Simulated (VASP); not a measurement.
Input of a VASP 6.6.1 run:

INCAR

```
PREC = Accurate
ENCUT = 520
EDIFF = 1E-6
ISMEAR = -1
SIGMA = 0.05
LREAL = F
LASPH = T
NELM = 80
ALGO = Fast
ISIF = 2
LWAVE = F
LCHARG = T
GGA = RP
LELF = T
LVHAR = T
NBANDS = 12
```

Contents of KPOINTS:

```
regular mesh
0
Gamma
  11 11 11
```

File POSCAR:

```
Au
1.0
    0.0000000000      2.0213418704      2.0213418704
    2.0213418704      0.0000000000      2.0213418704
    2.0213418704      2.0213418704      0.0000000000
Au
1
Direct
    0.0000000000      0.0000000000      0.0000000000
```

Potentials or basis: VASP PAW PBE potentials, release 64 (Au).

Command:

```console
$ cat potpaw_PBE.64/Au/POTCAR > POTCAR
$ mpirun -np 1 vasp_std > vasp.out
```

(1) Predict the pressure.

## Answers

(1) 19.0 GPa.

Caveat: the PAW data sets were made with another functional, which shifts forces and pressure a little.
